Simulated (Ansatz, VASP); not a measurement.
## Two plane-wave programs on Si

Contents of INCAR:

```
PREC     = Accurate       # precision mode
ENCUT    = 520            # plane-wave cutoff, eV
EDIFF    = 1E-7           # SCF threshold, eV
ISMEAR   = 0              # smearing method
SIGMA    = 0.15           # smearing width, eV
LREAL    = F              # projectors in reciprocal space
LASPH    = T              # aspherical terms in the spheres
NELM     = 100            # most SCF steps
ALGO     = Normal         # electronic algorithm
ISIF     = 2              # what is computed and relaxed
LWAVE    = F              # write WAVECAR
LCHARG   = F              # write CHGCAR
NBANDS   = 11             # bands
```

KPOINTS

```
regular mesh
0
Gamma
  20 20 20
```

File POSCAR:

```
Si
1.0
   -2.1816625201      2.1816625201      1.2760947743
    2.1816625201     -2.1816625201      1.2760947743
    2.1816625201      2.1816625201     -1.2760947743
Si
2
Direct
    0.2500000000      0.7500000000      0.5000000000
    0.5000000000      0.5000000000      0.0000000000
```

Input for Ansatz:

```yaml
crystal:
  lattice:
    - [-2.1816625201, 2.1816625201, 1.2760947743]
    - [2.1816625201, -2.1816625201, 1.2760947743]
    - [2.1816625201, 2.1816625201, -1.2760947743]
  atoms:
    - { symbol: Si, position: [0.25, 0.75, 0.5] }
    - { symbol: Si, position: [0.5, 0.5, 0.0] }
basis:
  ecutwfc: 420
kpoints:
  mp_grid: { grid: [20, 20, 20] }
hamiltonian:
  xc: lda
scf:
  occupations: { method: gaussian, width: 0.15 }
output:
  forces: true
  stress: true
  eigenvalues: true
```

Change from the starting cell: strain -0.080 along x and y, -0.040 along z, atoms carried along.

Alike in both runs: task single point; functional LDA; k mesh 20 × 20 × 20; occupations gaussian, width 0.15 eV; no spin polarisation.

```csv
,VASP,Ansatz
version,VASP 6.6.1,Ansatz 0.2.0
potentials or method,"VASP PAW LDA potentials, release 64 (Si), cutoff 520 eV","scalar-relativistic, plane waves, PAW"
valence electrons in the cell,8,8
```

```csv
,VASP,Ansatz,Ansatz less VASP
gap on the k mesh at the Fermi level (eV),none,none,-
pressure (GPa),38.5,38.3,-0.23
"traceless stress, the component that is largest in VASP (GPa)",-12.79,-12.75,+0.037
```

LDA's correlation is that of Perdew and Zunger in VASP and of Perdew and Wang (1992) in Ansatz. A gap of «none» marks a metal or a gap that the smearing closes. Both programs put the cell under a high pressure, so it lies far from rest at this level.
